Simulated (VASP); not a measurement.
# MgSe (Fm-3m) in VASP: single point with PBE+D4

Aim: the single point of MgSe with PBE+D4.

Everything below comes from runs of VASP 6.6.1. Logs are shortened: lines on timing, memory, paths and dates and some standing lists are left out, and cuts for length are marked.

### Step 1. The cell of the first run

The structure is cubic, space group Fm-3m (No. 225). Conventional cell: a = 5.451 Å, b = 5.451 Å, c = 5.451 Å, α = 90.00°, β = 90.00°, γ = 90.00°. Mg (site symmetry m-3m) has 6 Se at 2.73 Å within 3.6 Å. Within 3.6 Å of Se (site symmetry m-3m) lie 6 Mg at 2.73 Å.

### Step 2. Single point, PBE+D4

INCAR reads:

```
PREC = Accurate
ENCUT = 600
EDIFF = 1E-6
ISMEAR = 0
SIGMA = 0.01
LREAL = F
LASPH = T
NELM = 120
ALGO = Normal
ISIF = 2
LWAVE = F
LCHARG = F
GGA = PE
IVDW = 13
NBANDS = 11
GGA_COMPAT = F
```

KPOINTS reads:

```
regular mesh
0
Gamma
  5 5 5
```

POSCAR reads:

```
MgSe
1.0
    0.0000000000      2.7255000000      2.7255000000
    2.7255000000      0.0000000000      2.7255000000
    2.7255000000      2.7255000000      0.0000000000
Mg Se
1 1
Direct
    0.0000000000      0.0000000000      0.0000000000
    0.5000000000      0.5000000000      0.5000000000
```

Potentials or basis: VASP PAW PBE potentials, release 64 (Mg, Se).

Command:

```console
cat potpaw_PBE.64/Mg/POTCAR potpaw_PBE.64/Se/POTCAR > POTCAR
mpirun -np 1 vasp_std > vasp.out
```

OUTCAR:

```text
PREC = Accurate
   ENCUT = 600
   EDIFF = 1E-6
   ISMEAR = 0
   LREAL = F
   LASPH = T
   NELM = 120
   ISIF = 2
   GGA = PE
   IVDW = 13

 ion  position               nearest neighbor table
   1  0.000  0.000  0.000-   2 2.73   2 2.73   2 2.73   2 2.73   2 2.73   2 2.73
   2  0.500  0.500  0.500-   1 2.73   1 2.73   1 2.73   1 2.73   1 2.73   1 2.73

  LATTYP: Found a face centered cubic cell.
 ALAT       =     5.4510000000

  Lattice vectors:

 A1 = (   0.0000000000,   2.7255000000,   2.7255000000)
 A2 = (   2.7255000000,   0.0000000000,   2.7255000000)
 A3 = (   2.7255000000,   2.7255000000,   0.0000000000)

Analysis of symmetry for initial positions (statically):
=====================================================================
 Subroutine PRICEL returns:
 Original cell was already a primitive cell.

 Routine SETGRP: Setting up the symmetry group for a
 face centered cubic supercell.

 Subroutine GETGRP returns: Found 48 space group operations
 (whereof 48 operations were pure point group operations)
 out of a pool of 48 trial point group operations.

The static configuration has the point symmetry O_h .

Analysis of symmetry for dynamics (positions and initial velocities):
=====================================================================
 Subroutine PRICEL returns:
 Original cell was already a primitive cell.

 Routine SETGRP: Setting up the symmetry group for a
 face centered cubic supercell.

 Subroutine GETGRP returns: Found 48 space group operations
 (whereof 48 operations were pure point group operations)
 out of a pool of 48 trial point group operations.

The dynamic configuration has the point symmetry O_h .

 Subroutine INISYM returns: Found 48 space group operations
 (whereof 48 operations are pure point group operations),
 and found     1 'primitive' translations

----------------------------------------------------------------------------------------

                                     Primitive cell

  volume of cell :      40.4919

  direct lattice vectors                    reciprocal lattice vectors
     0.000000000  2.725500000  2.725500000    -0.183452578  0.183452578  0.183452578
     2.725500000  0.000000000  2.725500000     0.183452578 -0.183452578  0.183452578
     2.725500000  2.725500000  0.000000000     0.183452578  0.183452578 -0.183452578

  length of vectors
     3.854439064  3.854439064  3.854439064     0.317749185  0.317749185  0.317749185

  position of ions in fractional coordinates (direct lattice)
     0.000000000  0.000000000  0.000000000
     0.500000000  0.500000000  0.500000000

  ion indices of the primitive-cell ions
   primitive index   ion index
                 1           1
                 2           2

----------------------------------------------------------------------------------------

 KPOINTS: regular mesh

Automatic generation of k-mesh.
 Grid dimensions read from file:
 generate k-points for:    5    5    5

 Generating k-lattice:

  Cartesian coordinates                     Fractional coordinates (reciprocal lattice)
    -0.036690516  0.036690516  0.036690516     0.200000000  0.000000000  0.000000000
     0.036690516 -0.036690516  0.036690516     0.000000000  0.200000000  0.000000000
     0.036690516  0.036690516 -0.036690516     0.000000000  0.000000000  0.200000000

  Length of vectors
     0.063549837  0.063549837  0.063549837

  Shift w.r.t. Gamma in fractional coordinates (k-lattice)
     0.000000000  0.000000000  0.000000000

 Subroutine IBZKPT returns following result:
 ===========================================

 Found     10 irreducible k-points:

 Following reciprocal coordinates:
            Coordinates               Weight
  0.000000  0.000000  0.000000      1.000000
  0.200000  0.000000  0.000000      8.000000
  0.400000  0.000000  0.000000      8.000000
  0.200000  0.200000  0.000000      6.000000
  0.400000  0.200000  0.000000     24.000000
 -0.400000  0.200000  0.000000     24.000000
 -0.200000  0.200000  0.000000     12.000000
  0.400000  0.400000  0.000000      6.000000
 -0.400000  0.400000  0.000000     12.000000
 -0.400000  0.400000  0.200000     24.000000
   k-points           NKPTS =     10   k-points in BZ     NKDIM =     10   number of bands    NBANDS=     11
   number of dos      NEDOS =    301   number of ions     NIONS =      2
   total plane-waves  NPLWV =  32768
   dimension x,y,z NGX =    32 NGY =   32 NGZ =   32
   dimension x,y,z NGXF=    64 NGYF=   64 NGZF=   64
   ions per type =               1   1
   NGX,Y,Z   is equivalent  to a cutoff of  13.80, 13.80, 13.80 a.u.
   NGXF,Y,Z  is equivalent  to a cutoff of  27.60, 27.60, 27.60 a.u.
 SYSTEM =  unknown system
   PREC   = accura    normal or accurate (medium, high low for compatibility)
   ISTART =      0    job   : 0-new  1-cont  2-samecut
   ICHARG =      2    charge: 1-file 2-atom 10-const
   ISPIN  =      1    spin polarized calculation?
   LNONCOLLINEAR =      F non collinear calculations
   LSORBIT =      F    spin-orbit coupling
   LASPH  =      T    aspherical Exc in radial PAW
   ENCUT  =  600.0 eV  44.10 Ry    6.64 a.u.   7.70  7.70  7.70*2*pi/ulx,y,z
   NELM   =    120;   NELMIN=  2; NELMDL= -5     # of ELM steps
   EDIFF  = 0.1E-05   stopping-criterion for ELM
   LREAL  =      F    real-space projection
   EDIFFG = 0.1E-04   stopping-criterion for IOM
   NSW    =      0    number of steps for IOM
   IBRION =     -1    ionic relax: 0-MD 1-quasi-New 2-CG
   NFREE  =      0    steps in history (QN), initial steepest desc. (CG)
   ISIF   =      2    stress and relaxation
   ISYM   =      2    0-nonsym 1-usesym 2-fastsym
   POTIM  = 0.5000    time-step for ionic-motion
   TEBEG  =    0.0;   TEEND  =   0.0 temperature during run
   PSTRESS=    0.0 pullay stress
   NELECT =       8.0000    total number of electrons
   NUPDOWN=      -1.0000    fix difference up-down
   EMIN   =  10.00;   EMAX   =-10.00  energy-range for DOS
   EFERMI =   0.00;   METHOD = LEGACY
   ISMEAR =     0;   SIGMA  =   0.01  broadening in eV -4-tet -1-fermi 0-gaus
   EFERMI_NEDOS =   21; number of points for ismear=-14 and -15
   IALGO  =     38    algorithm
   IMIX   =      4    mixing-type and parameters
     AMIX     =   0.40;   BMIX     =  1.00
     AMIX_MAG =   1.60;   BMIX_MAG =  1.00
  volume/ion in A,a.u.               =      20.25       136.63
  Fermi-wavevector in a.u.,A,eV,Ry     =   0.953488  1.801831 12.369596  0.909140
  Thomas-Fermi vector in A             =   2.082148
   LORBIT       =      0    0 simple, 1 ext, 2 COOP (PROOUT), +10 PAW based schemes
   GGA     = PE    functional components
   LHFCALC =     F    Hartree Fock is set to
   AEXX    =    0.0000 exact exchange contribution
   IVDW    =    13    specifies the selected vdW correction
   LEPSILON=     F    determine dielectric tensor
   LRPA    =     F    only Hartree local field effects (RPA)
 non-spin polarized calculation
 Gauss-broadening in eV      SIGMA  =   0.01
  energy-cutoff  :      600.00
  volume of cell :       40.49
 maximum number of plane-waves:      1363
   NGX = 15   NGY = 15   NGZ = 15

 number of electron       8.0000000 magnetization

 Free energy of the ion-electron system (eV)
  ---------------------------------------------------
  ext. energy  EPLUGINS =         0.00000000
  ---------------------------------------------------
  free energy    TOTEN  =        -7.46534975 eV

  energy without entropy =       -7.46534975  energy(sigma->0) =       -7.46534975

 E-fermi :   3.3283     XC(G=0):  -9.4861

 val. band max:        3.2394637588   @ k =   0.0000   0.0000   0.0000
 cond. band min:       5.4415152574   @ k =   0.4000   0.4000   0.0000
 fundamental gap:      2.2020514987
 Fermi energy:         3.3282643930

 k-point     1 :       0.0000    0.0000    0.0000
  band No.  band energies     occupation
      1      -9.7039      2.00000
      2       3.2395      2.00000
      3       3.2395      2.00000
      4       3.2395      2.00000
      5       5.8320      0.00000
      6      10.6434      0.00000
      7      10.6434      0.00000
      8      10.6434      0.00000
      9      13.2017      0.00000
     10      13.2017      0.00000
     11      14.2116      0.00000

 k-point     2 :       0.2000    0.0000    0.0000
  band No.  band energies     occupation
      1      -9.3769      2.00000
      2       0.9200      2.00000
      3       3.0112      2.00000
      4       3.0112      2.00000
      5       7.2893      0.00000
      6      10.5418      0.00000
      7      10.6472      0.00000
      8      10.6472      0.00000
      9      12.3038      0.00000
     10      12.3038      0.00000
     11      13.5222      0.00000

 k-point     3 :       0.4000    0.0000    0.0000
  band No.  band energies     occupation
      1      -8.7177      2.00000
      2      -1.3648      2.00000
      3       2.7028      2.00000
      4       2.7028      2.00000
      5       7.1344      0.00000
      6       9.4925      0.00000
      7       9.4925      0.00000
      8      11.9280      0.00000
      9      13.8617      0.00000
     10      15.2102      0.00000
     11      15.2102      0.00000
[... 71 lines left out ...]
 k-point     9 :      -0.4000    0.4000    0.0000
  band No.  band energies     occupation
      1      -8.2492      2.00000
      2      -0.7162      2.00000
      3       0.2545      2.00000
      4       1.6785      2.00000
      5       5.9730      0.00000
      6       8.7669      0.00000
      7      12.7515      0.00000
      8      13.6137      0.00000
      9      14.0891      0.00000
     10      16.7660      0.00000
     11      19.1075      0.00000

 k-point    10 :      -0.4000    0.4000    0.2000
  band No.  band energies     occupation
      1      -8.3314      2.00000
      2      -0.6232      2.00000
      3       0.4373      2.00000
      4       1.3352      2.00000
      5       7.5762      0.00000
      6       9.8358      0.00000
      7       9.8933      0.00000
      8      12.6322      0.00000
      9      15.1958      0.00000
     10      15.5102      0.00000
     11      18.8365      0.00000

------------------------ aborting loop because EDIFF is reached ----------------------------------------

  DFT-D4 for vdW energy calculation

  Edisp (eV):   -0.60966

  FORCE on cell =-STRESS in cart. coord.  units (eV):
  Direction    XX          YY          ZZ          XY          YZ          ZX
  --------------------------------------------------------------------------------------
  -------------------------------------------------------------------------------------
  Total      -0.08032    -0.08032    -0.08032    -0.00000     0.00000     0.00000
  in kB      -3.17796    -3.17796    -3.17796    -0.00000     0.00000     0.00000
  external pressure =       -3.18 kB  Pullay stress =        0.00 kB

 VOLUME and BASIS-vectors are now :
 -----------------------------------------------------------------------------
  energy-cutoff  :      600.00
  volume of cell :       40.49
      direct lattice vectors                 reciprocal lattice vectors
     0.000000000  2.725500000  2.725500000    -0.183452578  0.183452578  0.183452578
     2.725500000  0.000000000  2.725500000     0.183452578 -0.183452578  0.183452578
     2.725500000  2.725500000  0.000000000     0.183452578  0.183452578 -0.183452578

 POSITION                                       TOTAL-FORCE (eV/Angst)
 -----------------------------------------------------------------------------------
      0.00000      0.00000      0.00000        -0.000000      0.000000      0.000000
      2.72550      2.72550      2.72550         0.000000     -0.000000     -0.000000
 -----------------------------------------------------------------------------------
    total drift:                               -0.000000     -0.000000      0.000000

  FREE ENERGIE OF THE ION-ELECTRON SYSTEM (eV)
  ---------------------------------------------------
  free  energy   TOTEN  =        -8.0750085596 eV

  energy  without entropy=       -8.0750085596  energy(sigma->0) =       -8.07500856
```

Wall time 3.6 s (1 thread of Intel Xeon 6975P-C (Granite Rapids), shared host); peak memory 0.17 GiB.

Results:

```
Free energy                : -8.0750 eV
Pressure                   : -0.3 GPa
Band gap on the k mesh     : 2.20 eV, indirect (least direct gap 2.59 eV)
Dispersion energy per atom : -0.305 eV
```

Levels at points of the mesh, in eV from the valence-band top:
| k point | band 2 | band 3 | band 4 | band 5 | band 6 | band 7 |
| --- | --- | --- | --- | --- | --- | --- |
| (0.00, 0.00, 0.00) | 0.00 | 0.00 | 0.00 | 2.59 | 7.40 | 7.40 |

A k mesh can miss the band edges. As with any semilocal functional, this PBE gap is likely too small.
